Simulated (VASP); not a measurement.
Here is a VASP 6.6.1 calculation.

File INCAR:

```
ALGO = Normal ; EDIFF = 1E-6
ENCUT = 500 ; GGA = PE
GGA_COMPAT = False ; ISIF = 2
ISMEAR = 0 ; LASPH = True
LCHARG = False ; LREAL = False
LWAVE = False ; NBANDS = 16
NELM = 120 ; PREC = Accurate
SIGMA = 0.03
```

The input KPOINTS:

```
k-points
0
Gamma
  6 6 6
```

File POSCAR:

```
GaAs
1.0
    0.0000000000      2.8268500000      2.8268500000
    2.8268500000      0.0000000000      2.8268500000
    2.8268500000      2.8268500000      0.0000000000
Ga As
1 1
Direct
    0.0000000000      0.0000000000      0.0000000000
    0.7500000000      0.7500000000      0.7500000000
```

Potentials or basis: VASP PAW PBE potentials, release 64 (Ga_d, As).

The run is started by

```sh
$ cat potpaw_PBE.64/Ga_d/POTCAR potpaw_PBE.64/As/POTCAR > POTCAR
$ mpirun -np 1 vasp_std > vasp.out
```

(1) What does it give for the band gap on the k mesh?

(2) Predict the pressure.

## Answers

(1) 0.52 eV, direct.

(2) 3.4 GPa.
